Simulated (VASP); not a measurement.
# Al3GaO6 in VASP: notebook

Al3GaO6 is run at these levels: PBE; tasks: single point.

Everything below comes from runs of VASP 6.6.1. Logs are shortened: lines on timing, memory, paths and dates and some standing lists are left out, and cuts for length are marked.

## 1. The cell of the first run

Symmetry: R3, No. 146, trigonal system. Conventional cell: a = 4.871 Å, b = 4.871 Å, c = 13.244 Å, α = 90.00°, β = 90.00°, γ = 120.00°. Within 2.5 Å of Al (site symmetry 3) lie 6 O at 1.88 to 1.99 Å. Within 2.5 Å of Al (site symmetry 3) lie 6 O at 1.88 to 2.00 Å. Within 2.5 Å of Al (site symmetry 3) lie 6 O at 1.88 to 1.98 Å. Ga (site symmetry 3) has 6 O at 1.93 to 2.12 Å within 2.6 Å. Within 2.5 Å of O (site symmetry 1) lie 3 Al at 1.88 to 2.00 Å and 1 Ga at 1.93 Å. Within 2.5 Å of O (site symmetry 1) lie 3 Al at 1.88 to 1.98 Å and 1 Ga at 2.12 Å.

## 2. Single point, PBE

INCAR reads:

```
SYSTEM = Al3GaO6
ALGO = Normal ; EDIFF = 1E-6
ENCUT = 600 ; GGA = PE
GGA_COMPAT = .FALSE. ; ISIF = 2
ISMEAR = 0 ; LASPH = .TRUE.
LCHARG = .TRUE. ; LELF = .TRUE.
LREAL = .FALSE. ; LVHAR = .TRUE.
LWAVE = .FALSE. ; NBANDS = 40
NELM = 120 ; PREC = Accurate
SIGMA = 0.1
```

KPOINTS reads:

```
k-points
0
G
  4 4 4
  0 0 0
```

POSCAR reads:

```
Al3GaO6
1.0
   -2.4355856015      4.2185580080      0.0000000000
   -4.8711712030      0.0000000000      0.0000000000
   -2.4355856015      1.4061860027      4.4147245870
Al Ga O
3 1 6
Direct
    0.8520316513      0.8520316513      0.4439050461
    0.6464617280      0.6464617280      0.0606148160
    0.1510246814      0.1510246814      0.5469259558
    0.3585856762      0.3585856762      0.9242429714
    0.0418518745      0.7657463231      0.7495416260
    0.7657463231      0.4428601764      0.7495416260
    0.4428601764      0.0418518745      0.7495416260
    0.9336254372      0.2513770709      0.2585621109
    0.2513770709      0.5564353810      0.2585621109
    0.5564353810      0.9336254372      0.2585621109
```

Potentials or basis: VASP PAW PBE potentials, release 64 (Al, Ga_d, O).

Launch:

```bash
$ cat potpaw_PBE.64/Al/POTCAR potpaw_PBE.64/Ga_d/POTCAR potpaw_PBE.64/O/POTCAR > POTCAR
$ mpirun -np 1 vasp_std > vasp.out
```

OUTCAR:

```text
SYSTEM = Al3GaO6
   EDIFF = 1E-6
   ENCUT = 600
   GGA = PE
   ISIF = 2
   ISMEAR = 0
   LASPH = .TRUE.
   LREAL = .FALSE.
   NELM = 120
   PREC = Accurate

 ion  position               nearest neighbor table
   1  0.852  0.852  0.444-   8 1.88   9 1.88  10 1.88   7 1.99   6 1.99   5 1.99   2 2.72   3 2.85
                             3 2.85   3 2.85   2 3.28   2 3.28   2 3.28
   2  0.646  0.646  0.061-   9 1.88  10 1.88   8 1.88   5 2.00   6 2.00   7 2.00   1 2.72   4 2.88
                             4 2.88   4 2.88   1 3.28   1 3.28   1 3.28
   3  0.151  0.151  0.547-   6 1.88   5 1.88   7 1.88  10 1.98   9 1.98   8 1.98   4 2.75   1 2.85
                             1 2.85   1 2.85
   4  0.359  0.359  0.924-   7 1.93   6 1.93   5 1.93   8 2.12   9 2.12  10 2.12   3 2.75   2 2.88
                             2 2.88   2 2.88
   5  0.042  0.766  0.750-   3 1.88   4 1.93   1 1.99   2 2.00
   6  0.766  0.443  0.750-   3 1.88   4 1.93   1 1.99   2 2.00
   7  0.443  0.042  0.750-   3 1.88   4 1.93   1 1.99   2 2.00
   8  0.934  0.251  0.259-   2 1.88   1 1.88   3 1.98   4 2.12
   9  0.251  0.556  0.259-   2 1.88   1 1.88   3 1.98   4 2.12
  10  0.556  0.934  0.259-   2 1.88   1 1.88   3 1.98   4 2.12

  LATTYP: Found a trigonal (rhomboedric) cell.
 ALAT       =     5.2344273302
 COS(alpha) =     0.5669894858

  Lattice vectors:

 A1 = (  -0.0000000000,  -2.8123720053,   4.4147245870)
 A2 = (   2.4355856015,   1.4061860027,   4.4147245870)
 A3 = (  -2.4355856015,   1.4061860027,   4.4147245870)

Analysis of symmetry for initial positions (statically):
=====================================================================
 Subroutine PRICEL returns:
 Original cell was already a primitive cell.

 Routine SETGRP: Setting up the symmetry group for a
 trigonal (rhombohedral) supercell.

 Subroutine GETGRP returns: Found  3 space group operations
 (whereof  3 operations were pure point group operations)
 out of a pool of 12 trial point group operations.

The static configuration has the point symmetry C_3 .

Analysis of symmetry for dynamics (positions and initial velocities):
=====================================================================
 Subroutine PRICEL returns:
 Original cell was already a primitive cell.

 Routine SETGRP: Setting up the symmetry group for a
 trigonal (rhombohedral) supercell.

 Subroutine GETGRP returns: Found  3 space group operations
 (whereof  3 operations were pure point group operations)
 out of a pool of 12 trial point group operations.

The dynamic configuration has the point symmetry C_3 .

 Subroutine INISYM returns: Found  3 space group operations
 (whereof  3 operations are pure point group operations),
 and found     1 'primitive' translations

----------------------------------------------------------------------------------------

                                     Primitive cell

  volume of cell :      90.7196

  direct lattice vectors                    reciprocal lattice vectors
    -2.435585602  4.218558008  0.000000000     0.000000000  0.237047825 -0.075504899
    -4.871171203  0.000000000  0.000000000    -0.205289438 -0.118523912 -0.075504899
    -2.435585602  1.406186003  4.414724587     0.000000000  0.000000000  0.226514697

  length of vectors
     4.871171203  4.871171203  5.234427330     0.248782357  0.248782357  0.226514697

  position of ions in fractional coordinates (direct lattice)
     0.852031651  0.852031651  0.443905046
     0.646461728  0.646461728  0.060614816
     0.151024681  0.151024681  0.546925956
     0.358585676  0.358585676  0.924242971
     0.041851874  0.765746323  0.749541626
     0.765746323  0.442860176  0.749541626
     0.442860176  0.041851874  0.749541626
     0.933625437  0.251377071  0.258562111
     0.251377071  0.556435381  0.258562111
     0.556435381  0.933625437  0.258562111

  ion indices of the primitive-cell ions
   primitive index   ion index
                 1           1
                 2           2
                 3           3
                 4           4
                 5           5
                 6           6
                 7           7
                 8           8
                 9           9
                10          10

----------------------------------------------------------------------------------------

 KPOINTS: k-points

Automatic generation of k-mesh.
 Grid dimensions read from file:
 generate k-points for:    4    4    4

 Generating k-lattice:

  Cartesian coordinates                     Fractional coordinates (reciprocal lattice)
     0.000000000  0.059261956 -0.018876225     0.250000000  0.000000000  0.000000000
    -0.051322360 -0.029630978 -0.018876225     0.000000000  0.250000000  0.000000000
     0.000000000  0.000000000  0.056628674     0.000000000  0.000000000  0.250000000

  Length of vectors
     0.062195589  0.062195589  0.056628674

  Shift w.r.t. Gamma in fractional coordinates (k-lattice)
     0.000000000  0.000000000  0.000000000

 Subroutine IBZKPT returns following result:
 ===========================================

 Found     14 irreducible k-points:

 Following reciprocal coordinates:
            Coordinates               Weight
  0.000000  0.000000  0.000000      1.000000
  0.250000  0.000000  0.000000      6.000000
  0.500000  0.000000  0.000000      3.000000
  0.250000  0.250000  0.000000      6.000000
  0.500000  0.250000  0.000000      6.000000
 -0.250000  0.250000  0.250000      6.000000
 -0.250000  0.250000 -0.000000      6.000000
  0.500000  0.500000  0.000000      3.000000
  0.000000  0.000000  0.250000      2.000000
  0.500000  0.000000  0.250000      6.000000
 -0.250000  0.000000  0.250000      6.000000
 -0.250000  0.500000  0.250000      6.000000
 -0.250000 -0.250000  0.250000      6.000000
  0.000000  0.000000  0.500000      1.000000
   k-points           NKPTS =     14   k-points in BZ     NKDIM =     14   number of bands    NBANDS=     40
   number of dos      NEDOS =    301   number of ions     NIONS =     10
   total plane-waves  NPLWV =  67200
   dimension x,y,z NGX =    40 NGY =   40 NGZ =   42
   dimension x,y,z NGXF=    80 NGYF=   80 NGZF=   84
   ions per type =               3   1   6
   NGX,Y,Z   is equivalent  to a cutoff of  13.65, 13.65, 13.34 a.u.
   NGXF,Y,Z  is equivalent  to a cutoff of  27.30, 27.30, 26.68 a.u.
 SYSTEM =  Al3GaO6
   PREC   = accura    normal or accurate (medium, high low for compatibility)
   ISTART =      0    job   : 0-new  1-cont  2-samecut
   ICHARG =      2    charge: 1-file 2-atom 10-const
   ISPIN  =      1    spin polarized calculation?
   LNONCOLLINEAR =      F non collinear calculations
   LSORBIT =      F    spin-orbit coupling
   LASPH  =      T    aspherical Exc in radial PAW
   ENCUT  =  600.0 eV  44.10 Ry    6.64 a.u.   9.73  9.73 10.45*2*pi/ulx,y,z
   NELM   =    120;   NELMIN=  2; NELMDL= -5     # of ELM steps
   EDIFF  = 0.1E-05   stopping-criterion for ELM
   LREAL  =      F    real-space projection
   EDIFFG = 0.1E-04   stopping-criterion for IOM
   NSW    =      0    number of steps for IOM
   IBRION =     -1    ionic relax: 0-MD 1-quasi-New 2-CG
   NFREE  =      0    steps in history (QN), initial steepest desc. (CG)
   ISIF   =      2    stress and relaxation
   ISYM   =      2    0-nonsym 1-usesym 2-fastsym
   POTIM  = 0.5000    time-step for ionic-motion
   TEBEG  =    0.0;   TEEND  =   0.0 temperature during run
   PSTRESS=    0.0 pullay stress
   NELECT =      58.0000    total number of electrons
   NUPDOWN=      -1.0000    fix difference up-down
   EMIN   =  10.00;   EMAX   =-10.00  energy-range for DOS
   EFERMI =   0.00;   METHOD = LEGACY
   ISMEAR =     0;   SIGMA  =   0.10  broadening in eV -4-tet -1-fermi 0-gaus
   EFERMI_NEDOS =   21; number of points for ismear=-14 and -15
   IALGO  =     38    algorithm
   IMIX   =      4    mixing-type and parameters
     AMIX     =   0.40;   BMIX     =  1.00
     AMIX_MAG =   1.60;   BMIX_MAG =  1.00
  volume/ion in A,a.u.               =       9.07        61.22
  Fermi-wavevector in a.u.,A,eV,Ry     =   1.410318  2.665115 27.061958  1.988998
  Thomas-Fermi vector in A             =   2.532284
   LORBIT       =      0    0 simple, 1 ext, 2 COOP (PROOUT), +10 PAW based schemes
   GGA     = PE    functional components
   LHFCALC =     F    Hartree Fock is set to
   AEXX    =    0.0000 exact exchange contribution
   IVDW    =     0    specifies the selected vdW correction
   LEPSILON=     F    determine dielectric tensor
   LRPA    =     F    only Hartree local field effects (RPA)
 non-spin polarized calculation
 Gauss-broadening in eV      SIGMA  =   0.10
  energy-cutoff  :      600.00
  volume of cell :       90.72
 maximum number of plane-waves:      3044
 NGX is ok and might be reduce to    40

 number of electron      57.9999995 magnetization

 Free energy of the ion-electron system (eV)
  ---------------------------------------------------
  ext. energy  EPLUGINS =         0.00000000
  ---------------------------------------------------
  free energy    TOTEN  =       -70.91397014 eV

  energy without entropy =      -70.91397014  energy(sigma->0) =      -70.91397014

 E-fermi :   5.7437     XC(G=0): -11.6687

 val. band max:        5.3058866473   @ k =   0.2500   0.0000   0.0000
 cond. band min:       9.9268632984   @ k =   0.0000   0.0000   0.0000
 fundamental gap:      4.6209766511
 Fermi energy:         5.7437214883

 k-point     1 :       0.0000    0.0000    0.0000
  band No.  band energies     occupation
      1     -13.5829      2.00000
      2     -11.4358      2.00000
      3     -11.3276      2.00000
      4     -11.3276      2.00000
      5     -10.9624      2.00000
      6     -10.9624      2.00000
[... 32 lines left out ...]
     39      18.1351      0.00000
[... 558 lines left out ...]
     39      17.8507      0.00000
     40      19.0925      0.00000

------------------------ aborting loop because EDIFF is reached ----------------------------------------

  FORCE on cell =-STRESS in cart. coord.  units (eV):
  Direction    XX          YY          ZZ          XY          YZ          ZX
  --------------------------------------------------------------------------------------
  -------------------------------------------------------------------------------------
  Total       -0.1127697     -0.1127697     -0.1478262     -0.0000001     -0.0000000     -0.0000000
  in kB       -1.9915996     -1.9915996     -2.6107249     -0.0000011     -0.0000000     -0.0000000
  external PRESSURE =      -2.1979747 kB  Pullay stress =       0.0000000 kB

 VOLUME and BASIS-vectors are now :
 -----------------------------------------------------------------------------
  energy-cutoff  :      600.00
  volume of cell :       90.72
      direct lattice vectors                 reciprocal lattice vectors
    -2.435585602  4.218558008  0.000000000     0.000000000  0.237047825 -0.075504899
    -4.871171203  0.000000000  0.000000000    -0.205289438 -0.118523912 -0.075504899
    -2.435585602  1.406186003  4.414724587     0.000000000  0.000000000  0.226514697

 POSITION                                       TOTAL-FORCE (eV/Angst)
 -----------------------------------------------------------------------------------
     -7.30676      4.21856      1.95972         0.000000      0.000000      0.003265
     -4.87117      2.81237      0.26760         0.000000     -0.000000     -0.002877
     -2.43559      1.40619      2.41453         0.000000      0.000000      0.003128
     -4.87117      2.81237      4.08028        -0.000000     -0.000000     -0.009323
     -5.65759      1.23055      3.30902        -0.014255     -0.041587     -0.022886
     -5.84786      4.28434      3.30902        -0.028888      0.033139     -0.022886
     -3.10806      2.92223      3.30902         0.043143      0.008448     -0.022886
     -4.12818      4.30214      1.14148         0.012508     -0.013990      0.024821
     -3.95249      1.42404      1.14148        -0.018369     -0.003837      0.024821
     -6.53285      2.71094      1.14148         0.005862      0.017827      0.024821
 -----------------------------------------------------------------------------------
    total drift:                               -0.000018      0.000014     -0.000613

  FREE ENERGIE OF THE ION-ELECTRON SYSTEM (eV)
  ---------------------------------------------------
  free  energy   TOTEN  =       -70.9139701373 eV

  energy  without entropy=      -70.9139701373  energy(sigma->0) =      -70.91397014
```

Run time: 32 s. Hardware: 1 thread of Intel Xeon 6975P-C (Granite Rapids), shared host; peak memory 0.27 GiB.

What came out:

```
Free energy            : -70.9140 eV
Pressure               : -0.2 GPa
Largest force          : 0.050 eV/Å
Band gap on the k mesh : 4.62 eV, indirect (least direct gap 4.63 eV)
```

Forces on the atoms (eV/Å):
```
Al   0.000  0.000  0.003
Al   0.000  0.000 -0.003
Al   0.000  0.000  0.003
Ga   0.000  0.000 -0.009
O   -0.014 -0.042 -0.023
O   -0.029  0.033 -0.023
O    0.043  0.008 -0.023
O    0.013 -0.014  0.025
O   -0.018 -0.004  0.025
O    0.006  0.018  0.025
```

Expect the measured gap to be larger: semilocal functionals such as PBE lack the derivative discontinuity.

## 3. Single point, PBE

INCAR reads:

```
  PREC = Accurate
  ENCUT = 600
  EDIFF = 1E-6
  ISMEAR = 0
  SIGMA = 0.1
  LREAL = False
  LASPH = True
  NELM = 120
  ALGO = Normal
  ISIF = 2
  LWAVE = False
  LCHARG = True
  GGA = PE
  LELF = True
  LVHAR = True
  NBANDS = 40
  GGA_COMPAT = False
```

KPOINTS reads:

```
Automatic mesh
0
Gamma
  4 4 4
```

POSCAR reads:

```
Al3GaO6
1.0
   -2.4354135764      4.2184542441      0.0000879366
   -4.8707810240      0.0000185891     -0.0001046964
   -2.4353133166      1.4062983736      4.4145852735
Al Ga O
3 1 6
Direct
    0.8519905776      0.8519981816      0.4440059618
    0.6464838020      0.6464620925      0.0605922536
    0.1510741584      0.1510494215      0.5468184557
    0.3585614060      0.3585904826      0.9242806819
    0.0418424237      0.7657365901      0.7495193503
    0.7657348223      0.4429032494      0.7495082949
    0.4428960251      0.0418516062      0.7495171160
    0.9336450636      0.2513247131      0.2585823135
    0.2513378499      0.5564386474      0.2585819941
    0.5564338711      0.9336450157      0.2585935780
```

Potentials or basis: VASP PAW PBE potentials, release 64 (Al, Ga_d, O).

Launch:

```bash
$ cat potpaw_PBE.64/Al/POTCAR potpaw_PBE.64/Ga_d/POTCAR potpaw_PBE.64/O/POTCAR > POTCAR
$ mpirun -np 1 vasp_std > vasp.out
```

Wall time 91 s (1 thread of Intel Xeon 6975P-C (Granite Rapids), shared host); peak memory 0.32 GiB.

Results (log left out):

```
Free energy            : -70.9140 eV
Pressure               : -0.2 GPa
Largest force          : 0.047 eV/Å
Band gap on the k mesh : 4.62 eV, indirect (least direct gap 4.63 eV)
```

Forces in eV/Å, atoms in the order of the input:
```
Al   0.000  0.000 -0.001
Al   0.000  0.000  0.000
Al   0.000  0.000  0.010
Ga   0.000  0.000 -0.013
O   -0.017 -0.039 -0.021
O   -0.025  0.034 -0.020
O    0.042  0.005 -0.021
O    0.010 -0.016  0.022
O   -0.020 -0.001  0.022
O    0.009  0.018  0.022
```

Levels at points of the mesh, in eV from the valence-band top:
```csv
k point,band 26,band 27,band 28,band 29,band 30,band 31,band 32,band 33
"(0.00, 0.00, 0.00)",-0.34,-0.02,-0.01,-0.01,4.62,8.01,9.23,10.81
"(0.50, 0.00, 0.00)",-0.79,-0.67,-0.23,-0.11,6.55,8.72,9.01,9.20
"(0.00, 0.50, 0.00)",-0.79,-0.67,-0.23,-0.11,6.55,8.72,9.01,9.20
"(0.50, 0.50, 0.00)",-0.96,-0.73,-0.47,-0.15,6.83,9.16,9.49,9.61
"(0.00, 0.00, 0.50)",-0.41,-0.41,-0.13,-0.13,6.54,7.80,9.55,10.68
"(0.50, 0.00, 0.50)",-0.96,-0.73,-0.47,-0.15,6.83,9.16,9.49,9.61
"(0.00, 0.50, 0.50)",-0.96,-0.73,-0.47,-0.15,6.83,9.16,9.49,9.61
"(0.50, 0.50, 0.50)",-0.79,-0.67,-0.23,-0.11,6.55,8.72,9.01,9.20
```

As with any semilocal functional, this PBE gap is likely too small.

## 4. Single point, PBE

This run uses another cell than the first one, of the same volume but with other edges.

INCAR reads:

```
SYSTEM = Al3GaO6
ALGO = Normal
EDIFF = 1E-6
ENCUT = 600
GGA = PE
GGA_COMPAT = .FALSE.
ISIF = 2
ISMEAR = 0
LASPH = .TRUE.
LCHARG = .TRUE.
LELF = .TRUE.
LREAL = .FALSE.
LVHAR = .TRUE.
LWAVE = .FALSE.
NBANDS = 40
NELM = 120
PREC = Accurate
SIGMA = 0.1
```

KPOINTS reads:

```
k-points
0
G
  6 6 6
  0 0 0
```

POSCAR reads:

```
Al3GaO6
1.0
    2.4355856015      1.4061860027      4.4147245870
   -2.4355856015      1.4061860027      4.4147245870
    0.0000000000     -2.8123720053      4.4147245870
Al Ga O
3 1 6
Direct
    0.8520316513      0.8520316513      0.8520316513
    0.6464617280      0.6464617280      0.6464617280
    0.1510246814      0.1510246814      0.1510246814
    0.3585856762      0.3585856762      0.3585856762
    0.0418518745      0.4428601764      0.7657463231
    0.7657463231      0.0418518745      0.4428601764
    0.4428601764      0.7657463231      0.0418518745
    0.9336254372      0.5564353810      0.2513770709
    0.2513770709      0.9336254372      0.5564353810
    0.5564353810      0.2513770709      0.9336254372
```

Launch:

```bash
$ cat potpaw_PBE.64/Al/POTCAR potpaw_PBE.64/Ga_d/POTCAR potpaw_PBE.64/O/POTCAR > POTCAR
$ mpirun -np 1 vasp_std > vasp.out
```

Run time: 1.8 min. Hardware: 1 thread of Intel Xeon 6975P-C (Granite Rapids), shared host; peak memory 0.34 GiB.

It converged, with:

```
Free energy            : -70.9145 eV
Pressure               : -0.2 GPa
Largest force          : 0.050 eV/Å
Band gap on the k mesh : 4.56 eV, indirect (least direct gap 4.63 eV)
```

Forces in eV/Å, atoms in the order of the input:
```
Al   0.000  0.000 -0.003
Al   0.000  0.000  0.003
Al   0.000  0.000 -0.003
Ga   0.000  0.000  0.009
O   -0.029 -0.033  0.023
O    0.043 -0.008  0.023
O   -0.014  0.042  0.023
O   -0.018  0.004 -0.025
O    0.006 -0.018 -0.025
O    0.012  0.014 -0.025
```

Levels at points of the mesh, in eV from the valence-band top:
```
           k point  band 27  band 28  band 29  band 30  band 31  band 32
(0.00, 0.00, 0.00)    -0.09    -0.07    -0.07     4.56     7.94     9.17
(0.50, 0.00, 0.00)    -0.73    -0.29    -0.17     6.49     8.65     8.94
(0.50, 0.50, 0.00)    -0.79    -0.53    -0.21     6.77     9.09     9.43
(0.50, 0.50, 0.50)    -0.47    -0.19    -0.19     6.48     7.74     9.49
```

A k mesh can miss the band edges. A hybrid or GW would open this gap; PBE tends to underestimate it.

(Continued in part 2 of 2.)
